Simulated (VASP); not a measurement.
Zn:

```xyz
4
Lattice="1.3902 2.4079 0.0000 -1.3902 2.4079 0.0000 0.0000 0.0000 9.0039" Properties=species:S:1:pos:R:3 pbc="T T T"
Zn    0.0000    0.0000    0.0000
Zn    0.0000    0.0000    4.5020
Zn    0.0000    1.6053    6.7530
Zn    0.0000    3.2105    2.2510
```

* Program: VASP 6.6.1
* Task: relaxation of cell and atoms
* Functional: PBE
* Potentials or basis: VASP PAW PBE potentials, release 64 (Zn)
* Cutoff: 600 eV
* k mesh: 7 × 7 × 2
* Occupations: tetrahedron
* Spin: no spin polarisation

At the start: pressure -0.9 GPa; volume 15.07 Å³/atom.

Task: How do energy, volume and symmetry change on relaxing?

Result: Over 30 steps the energy falls by 58.6 meV/atom and the volume is 15.63 Å³/atom (+3.7 %); space group P6_3/mmc (No. 194, to 0.05 Å).

The path:
| step | energy change (eV) | largest force (eV/Å) | pressure (GPa) | volume (Å³) |
| --- | --- | --- | --- | --- |
| 1 | 0.0000 | 0.0053 | -0.94 | 60.28 |
| 2 | -0.0068 | 0.0076 | 0.23 | 59.51 |
| 3 | -0.0096 | 0.0090 | 0.85 | 59.04 |
| 4 | -0.0106 | 0.0099 | 2.09 | 58.10 |
| 5 | -0.0110 | 0.0101 | 1.33 | 58.45 |
| 6 | -0.0138 | 0.0106 | 1.94 | 58.33 |
| 7 | -0.0222 | 0.0097 | 2.47 | 57.97 |
| 8 | -0.0394 | 0.0014 | 4.25 | 57.25 |
| 9 | -0.0360 | 0.0043 | 8.73 | 55.75 |
| 10 | -0.0474 | 0.0016 | 6.27 | 56.46 |
| 11 | -0.0492 | 0.0032 | 6.14 | 56.44 |
| 12 | -0.0565 | 0.0039 | 7.27 | 56.36 |
| 13 | -0.0650 | 0.0048 | 7.97 | 56.20 |
| 14 | -0.0751 | 0.0046 | 7.45 | 56.36 |
| 15 | -0.1028 | 0.0042 | 6.96 | 56.85 |
| 16 | -0.1469 | 0.0039 | 5.65 | 57.83 |
| 17 | -0.1986 | 0.0040 | 3.62 | 59.80 |
| 18 | -0.1910 | 0.0048 | 0.46 | 63.73 |
| 19 | -0.2106 | 0.0044 | 1.50 | 61.76 |
| 20 | -0.2110 | 0.0045 | 2.05 | 61.27 |
| 21 | -0.2198 | 0.0039 | 1.76 | 61.51 |
| 22 | -0.2332 | 0.0035 | 0.36 | 62.24 |
| 23 | -0.2337 | 0.0033 | 0.17 | 62.41 |
| 24 | -0.2337 | 0.0033 | -0.08 | 62.45 |
| 25 | -0.2339 | 0.0033 | -0.05 | 62.43 |
| 26 | -0.2341 | 0.0036 | 0.04 | 62.38 |
| 27 | -0.2341 | 0.0036 | 0.10 | 62.38 |
| 28 | -0.2342 | 0.0035 | 0.09 | 62.43 |
| 29 | -0.2342 | 0.0033 | -0.16 | 62.59 |
| 30 | -0.2342 | 0.0034 | 0.03 | 62.51 |

Final structure:
```
Zn
1.0
     1.32697    2.29969    0.00000
    -1.32697    2.29969    0.00000
     0.00000    0.00000   10.24192
Zn
4
Direct
  0.99923 0.00077 0.00000
  0.99923 0.00077 0.50000
  0.33309 0.33156 0.75000
  0.66844 0.66691 0.25000
```

Caveat: the k points lie up to 0.39 Å⁻¹ apart in the final cell.
